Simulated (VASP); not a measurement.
Wanted: the native input for a VASP 6.6.1 run.

- Task: single point
- Functional: r2SCAN
- Potentials or basis: VASP PAW PBE potentials, release 64 (Si, C)
- Cutoff: 520 eV
- k mesh: 6 × 9 × 3
- Occupations: gaussian, width 0.05 eV
- Spin: no spin polarisation
- Dipole correction: no
- Further INCAR settings: ALGO = Normal; EDIFF = 1e-06; NBANDS = 36

SiC:

```xyz
12
Lattice="4.3480 0.0000 0.0000 0.0000 2.1740 -2.1740 0.0000 6.8756 6.8756" Properties=species:S:1:pos:R:3 pbc="T T T"
Si    0.0000    5.9784    5.9784
Si    2.1740    1.6304   -0.5436
Si    0.0000    1.6304    1.6304
Si    2.1740    3.8044    1.6304
Si    0.0000    3.8044    3.8044
Si    2.1740    5.9784    3.8044
C     3.2610    2.7174    2.7174
C     1.0870    4.8914    2.7174
C     3.2610    4.8914    4.8914
C     1.0870    7.0654    4.8914
C     3.2610    0.5434    0.5434
C     1.0870    2.7174    0.5434
```

This cell differs from its parent crystal: the distance across one plane changed.

The input as run:

POSCAR

```
SiC
1.0
    4.3480000000      0.0000000000      0.0000000000
    0.0000000000      2.1740000000     -2.1740000000
    0.0000000000      6.8755533906      6.8755533906
Si C
6 6
Direct
    0.0000000000      0.0000000000      0.8695141991
    0.5000000000      0.5000000000      0.0790323730
    0.0000000000      0.0000000000      0.2371287382
    0.5000000000      0.5000000000      0.3952251034
    0.0000000000      0.0000000000      0.5533214687
    0.5000000000      0.5000000000      0.7114178339
    0.7500000000      0.0000000000      0.3952251034
    0.2500000000      0.5000000000      0.5533214687
    0.7500000000      0.0000000000      0.7114178339
    0.2500000000      0.5000000000      0.8695141991
    0.7500000000      0.0000000000      0.0790323730
    0.2500000000      0.5000000000      0.2371287382
```

INCAR.step1

```
SYSTEM = SiC
ALGO     = Normal         ! electronic algorithm
EDIFF    = 1E-4           ! SCF threshold, eV
ENCUT    = 520            ! plane-wave cutoff, eV
GGA      = PE             ! functional
ISMEAR   = 0              ! smearing method
LASPH    = .True.         ! aspherical terms in the spheres
LCHARG   = .False.        ! write CHGCAR
LREAL    = .False.        ! projectors in reciprocal space
LWAVE    = .True.         ! write WAVECAR
NBANDS   = 36             ! bands
NELM     = 80             ! most SCF steps
PREC     = Accurate       ! precision mode
SIGMA    = 0.05           ! smearing width, eV
```

INCAR.step2

```
SYSTEM = SiC
ALGO     = Normal         ! electronic algorithm
EDIFF    = 1E-6           ! SCF threshold, eV
ENCUT    = 520            ! plane-wave cutoff, eV
ISIF     = 2              ! what is computed and relaxed
ISMEAR   = 0              ! smearing method
ISTART   = 1            
LASPH    = .True.         ! aspherical terms in the spheres
LCHARG   = .False.        ! write CHGCAR
LMIXTAU  = .True.       
LREAL    = .False.        ! projectors in reciprocal space
LWAVE    = .False.        ! write WAVECAR
METAGGA  = R2SCAN         ! meta-GGA
NBANDS   = 36             ! bands
NELM     = 80             ! most SCF steps
PREC     = Accurate       ! precision mode
SIGMA    = 0.05           ! smearing width, eV
```

KPOINTS

```
k-points
0
Gamma
  6 9 3
  0 0 0
```

Potentials or basis: VASP PAW PBE potentials, release 64 (Si, C).

Run with:

```sh
$ cat potpaw_PBE.64/Si/POTCAR potpaw_PBE.64/C/POTCAR > POTCAR
$ cp INCAR.step1 INCAR
$ mpirun -np 1 vasp_std > vasp.out
$ cp INCAR.step2 INCAR
$ mpirun -np 1 vasp_std > vasp.out
```

It gave:

```json
{
 "Pressure": "-5.3 GPa",
 "Largest force": "1.993 eV/Å",
 "Band gap on the k mesh": "1.45 eV"
}
```

Caveat: the cell differs from its parent crystal (the distance across one plane changed); the stress differs along the axes, from -7 to -1 GPa; the PAW data sets were made with another functional, which shifts forces and pressure a little.

It took 5.7 min on 1 thread of AMD EPYC 9R45 96-Core Processor (Zen 5), on a shared host, peak memory 0.28 GiB.
